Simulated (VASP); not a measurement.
# Cu (P6_3/mmc) in VASP: notebook, part 2 of 2

VASP 6.6.1.

### Step 3. Single point, r2SCAN (10.08 Å³/atom)

This run uses another cell than the first one, of 10.08 Å³/atom.

Input file POSCAR:

```
Cu
1.0
    2.4246970586      0.0000000000      0.0000000000
   -1.2123485293      2.0998492492      0.0000000000
    0.0000000000      0.0000000000      7.9171105128
Cu
4
Direct
    1.0000000000      1.0000000000      1.0000000000
    1.0000000000      1.0000000000      0.5000000000
    0.3333333333      0.6666666667      0.2500000000
    0.6666666667      0.3333333333      0.7500000000
```

Input file INCAR.step1:

```
PREC     = Accurate       # precision mode
ENCUT    = 520            # plane-wave cutoff, eV
ISMEAR   = -1             # smearing method
SIGMA    = 0.1            # smearing width, eV
LREAL    = F              # projectors in reciprocal space
LASPH    = T              # aspherical terms in the spheres
NELM     = 80             # most SCF steps
NBANDS   = 30             # bands
GGA      = PE             # functional
ALGO     = Normal         # electronic algorithm
EDIFF    = 1E-4           # SCF threshold, eV
LWAVE    = T              # write WAVECAR
LCHARG   = F              # write CHGCAR
```

Input file INCAR.step2:

```
PREC     = Accurate       # precision mode
ENCUT    = 520            # plane-wave cutoff, eV
EDIFF    = 1E-6           # SCF threshold, eV
ISMEAR   = -1             # smearing method
SIGMA    = 0.1            # smearing width, eV
LREAL    = F              # projectors in reciprocal space
LASPH    = T              # aspherical terms in the spheres
NELM     = 80             # most SCF steps
ALGO     = Normal         # electronic algorithm
ISIF     = 2              # what is computed and relaxed
LWAVE    = F              # write WAVECAR
LCHARG   = F              # write CHGCAR
METAGGA  = R2SCAN         # meta-GGA
LMIXTAU  = T            
NBANDS   = 30             # bands
ISTART   = 1
```

Input file KPOINTS:

```
regular mesh
0
Gamma
  16 16 5
```

Potentials or basis: VASP PAW PBE potentials, release 64 (Cu).

The run is started by

```
$ cat potpaw_PBE.64/Cu/POTCAR > POTCAR
$ cp INCAR.step1 INCAR
$ mpirun -np 1 vasp_std > vasp.out
$ cp INCAR.step2 INCAR
$ mpirun -np 1 vasp_std > vasp.out
```

OUTCAR:

```text
PREC = Accurate
   ENCUT = 520
   EDIFF = 1E-6
   ISMEAR = -1
   LREAL = F
   LASPH = T
   NELM = 80
   ISIF = 2
   METAGGA = R2SCAN
   ISTART = 1

 ion  position               nearest neighbor table
   1  0.000  0.000  0.000-   3 2.42   4 2.42   3 2.42   4 2.42   4 2.42   3 2.42
   2  0.000  0.000  0.500-   3 2.42   4 2.42   3 2.42   4 2.42   4 2.42   3 2.42
   3  0.333  0.667  0.250-   1 2.42   2 2.42   1 2.42   2 2.42   1 2.42   2 2.42
   4  0.667  0.333  0.750-   1 2.42   2 2.42   1 2.42   2 2.42   1 2.42   2 2.42

  LATTYP: Found a hexagonal cell.
 ALAT       =     2.4246970586
 C/A-ratio  =     3.2651957426

  Lattice vectors:

 A1 = (   2.4246970586,   0.0000000000,   0.0000000000)
 A2 = (  -1.2123485293,   2.0998492492,   0.0000000000)
 A3 = (   0.0000000000,   0.0000000000,   7.9171105128)

Analysis of symmetry for initial positions (statically):
=====================================================================
 Subroutine PRICEL returns:
 Original cell was already a primitive cell.

 Routine SETGRP: Setting up the symmetry group for a
 hexagonal supercell.
[... 170 lines left out ...]

  energy without entropy =      -42.80186976  energy(sigma->0) =      -42.82213252

 E-fermi :   9.5052     XC(G=0): -14.8459

 val. band max:        9.4956083635   @ k =   0.3750   0.1250   0.4000
 cond. band min:       9.5227586981   @ k =   0.1875  -0.0000   0.4000
 fundamental gap:      0.0271503346
 Fermi energy:         9.5051798447

 k-point     1 :       0.0000    0.0000    0.0000
  band No.  band energies     occupation
      1      -1.4689      2.00000
      2       0.9718      2.00000
      3       0.9779      2.00000
      4       3.2740      2.00000
      5       5.4833      2.00000
      6       5.4911      2.00000
[... 781 lines left out ...]
     29      20.7684      0.00000
     30      22.5236      0.00000

 [... further k-points ...]

------------------------ aborting loop because EDIFF is reached ----------------------------------------

  FORCE on cell =-STRESS in cart. coord.  units (eV):
  Direction    XX          YY          ZZ          XY          YZ          ZX
  --------------------------------------------------------------------------------------
  -------------------------------------------------------------------------------------
  Total        7.3653749      7.3653749      7.4516699      0.0000000      0.0000000      0.0000000
  in kB      292.7474575    292.7474575    296.1773767      0.0000000      0.0000000      0.0000000
  external PRESSURE =     293.8907639 kB  Pullay stress =       0.0000000 kB

 VOLUME and BASIS-vectors are now :
 -----------------------------------------------------------------------------
  energy-cutoff  :      520.00
  volume of cell :       40.31
      direct lattice vectors                 reciprocal lattice vectors
     2.424697059  0.000000000  0.000000000     0.412422656  0.238112331  0.000000000
    -1.212348529  2.099849249  0.000000000     0.000000000  0.476224662  0.000000000
     0.000000000  0.000000000  7.917110513     0.000000000  0.000000000  0.126308708

 POSITION                                       TOTAL-FORCE (eV/Angst)
 -----------------------------------------------------------------------------------
      0.00000      0.00000      0.00000         0.000000      0.000000     -0.000000
      0.00000      0.00000      3.95856         0.000000      0.000000     -0.000000
     -0.00000      1.39990      1.97928        -0.000000      0.000000      0.000000
      1.21235      0.69995      5.93783         0.000000     -0.000000      0.000000
 -----------------------------------------------------------------------------------
    total drift:                                0.000000     -0.000000      0.000000

  FREE ENERGIE OF THE ION-ELECTRON SYSTEM (eV)
  ---------------------------------------------------
  free  energy   TOTEN  =       -42.8423952846 eV

  energy  without entropy=      -42.8018697555  energy(sigma->0) =      -42.82213252
```

Run time: 9 min. Hardware: 1 thread of Intel Xeon 8259CL, shared host; peak memory 0.21 GiB.

What came out:

```
Free energy            : -42.8424 eV
Pressure               : 29.4 GPa
Band gap on the k mesh : zero (bands 22 and 23 overlap by 6.00 eV)
```

Stress tensor (GPa, compression positive):
```
29.27  0.00  0.00
 0.00 29.27  0.00
 0.00  0.00 29.62
```

Caveat: the cell stands under pressure; the PAW data sets were made with another functional, which shifts forces and pressure a little.
